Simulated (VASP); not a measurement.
A run of VASP 6.6.1 is set up as follows.

Contents of INCAR:

```
SYSTEM = MgSi4N
ALGO = Normal
EDIFF = 1E-6
ENCUT = 520
GGA = PE
ISIF = 2
ISMEAR = 0
ISPIN = 2
LASPH = .True.
LCHARG = .False.
LORBIT = 11
LREAL = .False.
LWAVE = .False.
MAGMOM = 0 0 0 0 0 1
NBANDS = 24
NELM = 150
PREC = Accurate
SIGMA = 0.1
```

KPOINTS

```
k-points
0
Gamma
  4 4 4
  0 0 0
```

File POSCAR:

```
MgSi4N
1.0
    2.1033712948     -5.0877450443      0.0000000000
    2.1033712948      5.0877450443      0.0000000000
    0.0000000000      0.0000000000      4.6563718965
Mg Si N
1 4 1
Direct
    0.0000000000      0.0000000000      0.5000000000
    0.1245834576      0.8754165424      0.0000000000
    0.8754165424      0.1245834576      0.0000000000
    0.0000000000      0.5000000000      0.5000000000
    0.5000000000      0.0000000000      0.5000000000
    0.5000000000      0.5000000000      0.0000000000
```

Potentials or basis: VASP PAW PBE potentials, release 64 (Mg, Si, N).

Run with:

```bash
$ cat potpaw_PBE.64/Mg/POTCAR potpaw_PBE.64/Si/POTCAR potpaw_PBE.64/N/POTCAR > POTCAR
$ mpirun -np 1 vasp_std > vasp.out
```

Problem. What does it give for the largest force?

Solution. 0.004 eV/Å.

Problem. Estimate the net moment.

Solution. 0.00 μB per cell.

Problem. What does it give for the pressure?

Solution. -0.1 GPa.

Stress tensor (GPa, compression positive):
```
 0.03  0.00  0.00
 0.00 -0.15  0.00
 0.00  0.00 -0.14
```

Caveat: the k points lie up to 0.40 Å⁻¹ apart.
